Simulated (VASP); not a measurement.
# Sb (P6_3/mmc) in VASP: relaxation of cell and atoms with PBEsol

Aim: the relaxation of cell and atoms of Sb with PBEsol.

Program: VASP 6.6.1. These are calculated values, not measurements. Logs are shortened: lines on timing, memory, paths and dates and some standing lists are left out, and cuts for length are marked.

**1. The cell of the first run**

Symmetry: P6_3/mmc, No. 194, hexagonal system. Conventional cell: a = 5.168 Å, b = 5.168 Å, c = 6.233 Å, α = 90.00°, β = 90.00°, γ = 120.00°. Sb (site symmetry 3m) has 5 Sb at 2.99 to 3.22 Å within 3.9 Å.

**2. Relaxation of cell and atoms, PBEsol**

Contents of INCAR:

```
SYSTEM = Sb
  ALGO = Fast
  EDIFF = 1E-6
  EDIFFG = -0.01
  ENCUT = 600
  GGA = PS
  IBRION = 2
  ISIF = 3
  ISMEAR = 0
  LASPH = .True.
  LCHARG = .False.
  LREAL = .False.
  LWAVE = .False.
  NELM = 80
  NSW = 100
  PREC = Accurate
  SIGMA = 0.1
```

Contents of KPOINTS:

```
k-points
0
Gamma
  12 12 8
  0 0 0
```

Contents of POSCAR:

```
Sb
1.0
    5.1680283926      0.0000000000      0.0000000000
   -2.5840141963      4.4756438755      0.0000000000
    0.0000000000      0.0000000000      6.2331208121
Sb
4
Direct
    0.3333333333      0.6666666667      0.4914010741
    0.6666666667      0.3333333333      0.9914010741
    0.6666666667      0.3333333333      0.5085989259
    0.3333333333      0.6666666667      0.0085989259
```

Potentials or basis: VASP PAW PBE potentials, release 64 (Sb).

Started as:

```sh
$ cat potpaw_PBE.64/Sb/POTCAR > POTCAR
$ mpirun -np 1 vasp_std > vasp.out
```

OUTCAR:

```text
SYSTEM = Sb
   EDIFF = 1E-6
   EDIFFG = -0.01
   ENCUT = 600
   GGA = PS
   IBRION = 2
   ISIF = 3
   ISMEAR = 0
   LASPH = .True.
   LREAL = .False.
   NELM = 80
   NSW = 100
   PREC = Accurate

 ion  position               nearest neighbor table
   1  0.333  0.667  0.491-   3 2.99   3 2.99   3 2.99   4 3.01   4 3.22
   2  0.667  0.333  0.991-   4 2.99   4 2.99   4 2.99   3 3.01   3 3.22
   3  0.667  0.333  0.509-   1 2.99   1 2.99   1 2.99   2 3.01   2 3.22
   4  0.333  0.667  0.009-   2 2.99   2 2.99   2 2.99   1 3.01   1 3.22

  LATTYP: Found a hexagonal cell.
 ALAT       =     5.1680283926
 C/A-ratio  =     1.2060926022

  Lattice vectors:

 A1 = (   5.1680283926,   0.0000000000,   0.0000000000)
 A2 = (  -2.5840141963,   4.4756438755,   0.0000000000)
 A3 = (   0.0000000000,   0.0000000000,   6.2331208121)

Analysis of symmetry for initial positions (statically):
=====================================================================
 Subroutine PRICEL returns:
 Original cell was already a primitive cell.

 Routine SETGRP: Setting up the symmetry group for a
 hexagonal supercell.

 Subroutine GETGRP returns: Found 24 space group operations
 (whereof 12 operations were pure point group operations)
 out of a pool of 24 trial point group operations.

The static configuration has the point symmetry D_3d.
 The point group associated with its full space group is D_6h.

Analysis of symmetry for dynamics (positions and initial velocities):
=====================================================================
 Subroutine PRICEL returns:
 Original cell was already a primitive cell.

 Routine SETGRP: Setting up the symmetry group for a
 hexagonal supercell.

 Subroutine GETGRP returns: Found 24 space group operations
 (whereof 12 operations were pure point group operations)
 out of a pool of 24 trial point group operations.

The dynamic configuration has the point symmetry D_3d.
 The point group associated with its full space group is D_6h.

 Subroutine INISYM returns: Found 24 space group operations
 (whereof 12 operations are pure point group operations),
 and found     1 'primitive' translations

----------------------------------------------------------------------------------------

                                     Primitive cell

  volume of cell :     144.1737

  direct lattice vectors                    reciprocal lattice vectors
     5.168028393  0.000000000  0.000000000     0.193497389  0.111715770  0.000000000
    -2.584014196  4.475643876  0.000000000     0.000000000  0.223431539  0.000000000
[... 130 lines left out ...]
--------------------------------------- Ionic step        1  -------------------------------------------

 number of electron      20.0000001 magnetization

 Free energy of the ion-electron system (eV)
  ---------------------------------------------------
  ext. energy  EPLUGINS =         0.00000000
  ---------------------------------------------------
  free energy    TOTEN  =       -17.35552601 eV

  energy without entropy =      -17.34389937  energy(sigma->0) =      -17.34971269

------------------------ aborting loop because EDIFF is reached ----------------------------------------

  FORCE on cell =-STRESS in cart. coord.  units (eV):
  Direction    XX          YY          ZZ          XY          YZ          ZX
  --------------------------------------------------------------------------------------
  -------------------------------------------------------------------------------------
  Total        0.1415934      0.1415934     -0.2211892      0.0000000      0.0000000      0.0000000
  in kB        1.5735029      1.5735029     -2.4580374      0.0000000      0.0000000      0.0000000
  external PRESSURE =       0.2296561 kB  Pullay stress =       0.0000000 kB
[... 95 lines left out ...]
  FREE ENERGIE OF THE ION-ELECTRON SYSTEM (eV)
  ---------------------------------------------------
  free  energy   TOTEN  =       -17.3681184854 eV

  energy  without entropy=      -17.3571534083  energy(sigma->0) =      -17.36263595

[... ionic steps 4 to 8 ...]

--------------------------------------- Ionic step        9  -------------------------------------------

 number of electron      20.0000001 magnetization

------------------------ aborting loop because EDIFF is reached ----------------------------------------
[... 71 lines left out ...]
--------------------------------------- Ionic step       11  -------------------------------------------

 number of electron      20.0000001 magnetization

 Free energy of the ion-electron system (eV)
  ---------------------------------------------------
  ext. energy  EPLUGINS =         0.00000000
  ---------------------------------------------------
  free energy    TOTEN  =       -17.39564162 eV

  energy without entropy =      -17.38724281  energy(sigma->0) =      -17.39144222

 E-fermi :   5.1809     XC(G=0):  -8.5889

 val. band max:        5.1618687414   @ k =   0.0833   0.0000   0.1250
 cond. band min:       5.2071020949   @ k =   0.0000   0.0000   0.2500
 fundamental gap:      0.0452333535
 Fermi energy:         5.1809221379

 k-point     1 :       0.0000    0.0000    0.0000
  band No.  band energies     occupation
      1      -7.1172      2.00000
      2      -4.7455      2.00000
      3      -3.0491      2.00000
      4       0.0984      2.00000
      5       0.1599      2.00000
      6       1.4049      2.00000
      7       1.4049      2.00000
      8       3.1591      2.00000
      9       3.2859      2.00000
     10       3.2859      2.00000
     11       4.9464      1.99909
     12       4.9464      1.99909
     13       7.2105      0.00000
     14       7.2105      0.00000
[... 377 lines left out ...]
      1      -6.4754      2.00000
      2      -4.5309      2.00000
      3      -4.0744      2.00000
      4      -1.9478      2.00000
      5       0.5139      2.00000
      6       0.8877      2.00000
      7       2.2787      2.00000
      8       2.6052      2.00000
      9       2.6333      2.00000
     10       4.3877      2.00000
     11       5.8816      0.00000
     12       6.7051      0.00000
     13       7.8528      0.00000
     14       8.1163      0.00000

 [... further k-points ...]

------------------------ aborting loop because EDIFF is reached ----------------------------------------

  FORCE on cell =-STRESS in cart. coord.  units (eV):
  Direction    XX          YY          ZZ          XY          YZ          ZX
  --------------------------------------------------------------------------------------
  -------------------------------------------------------------------------------------
  Total       -0.0050073     -0.0050073      0.0330538      0.0000000      0.0000000      0.0000000
  in kB       -0.0543585     -0.0543585      0.3588274      0.0000000      0.0000000      0.0000000
  external PRESSURE =       0.0833702 kB  Pullay stress =       0.0000000 kB
[... 19 lines left out ...]
  FREE ENERGIE OF THE ION-ELECTRON SYSTEM (eV)
  ---------------------------------------------------
  free  energy   TOTEN  =       -17.3956416225 eV

  energy  without entropy=      -17.3872428118  energy(sigma->0) =      -17.39144222

 reached required accuracy - stopping structural energy minimisation
```

Run time: 25 min. Hardware: 1 thread of Oxide Virtual Turin-like, shared host; peak memory 0.39 GiB.

Results:

```
Free energy                           : -17.3956 eV
Relaxed volume                        : 36.90 Å³/atom
Relaxed cell                          : a = 5.190 Å, b = 5.190 Å, c = 6.327 Å, α = 90.00°, β = 90.00°, γ = 120.00°
Space group after relaxing (to 0.1 Å) : P6_3/mmc (No. 194)
Energy gained by relaxing             : 10.0 meV/atom
Ionic steps                           : 11
Pressure after relaxing               : 0.0 GPa
Largest force after relaxing          : 0.008 eV/Å
Band gap on the k mesh                : zero (bands 10 and 11 overlap by 0.52 eV)
```

Forces in eV/Å, atoms in the order of the input:
```
Sb   0.000  0.000 -0.008
Sb   0.000  0.000 -0.008
Sb   0.000  0.000  0.008
Sb   0.000  0.000  0.008
```

The path:
| step | energy change (eV) | largest force (eV/Å) | pressure (GPa) | volume (Å³) |
| --- | --- | --- | --- | --- |
| 1 | 0.0000 | 0.1807 | 0.02 | 144.17 |
| 2 | -0.0067 | 0.1740 | 0.05 | 144.28 |
| 3 | -0.0126 | 0.1347 | 0.15 | 144.45 |
| 4 | -0.0162 | 0.1265 | 0.14 | 144.64 |
| 5 | -0.0257 | 0.0966 | 0.13 | 145.22 |
| 6 | -0.0367 | 0.0028 | 0.18 | 146.37 |
| 7 | -0.0375 | 0.0613 | 0.23 | 146.87 |
| 8 | -0.0401 | 0.0170 | -0.01 | 147.68 |
| 9 | -0.0401 | 0.0117 | 0.00 | 147.62 |
| 10 | -0.0401 | 0.0102 | 0.00 | 147.61 |
| 11 | -0.0401 | 0.0083 | 0.01 | 147.59 |

Final structure:
```
Sb
1.0
     5.18988    0.00000    0.00000
    -2.59494    4.49457    0.00000
     0.00000    0.00000    6.32704
Sb
4
Cartesian
  0.0000 2.9964 3.0252
  2.5949 1.4982 6.1887
  2.5949 1.4982 3.3018
  0.0000 2.9964 0.1383
```

Levels at points of the mesh, in eV from the Fermi level:
```csv
k point,band 8,band 9,band 10,band 11,band 12,band 13
"(0.00, 0.00, 0.00)",-2.02,-1.90,-1.90,-0.23,-0.23,2.03
"(0.50, 0.00, 0.00)",-2.64,-2.57,-0.52,1.60,2.05,3.62
"(0.00, 0.00, 0.50)",-3.02,-2.04,-2.04,0.67,0.67,0.67
"(0.50, 0.00, 0.50)",-2.27,-1.19,-1.19,0.36,0.36,2.60
```

Caveat: the PAW data sets were made with another functional, which shifts forces and pressure a little; spin-orbit coupling is left out, which moves the levels of the heavy elements.

The gap in the log of VASP goes by the Fermi energy; the results here count the filled bands.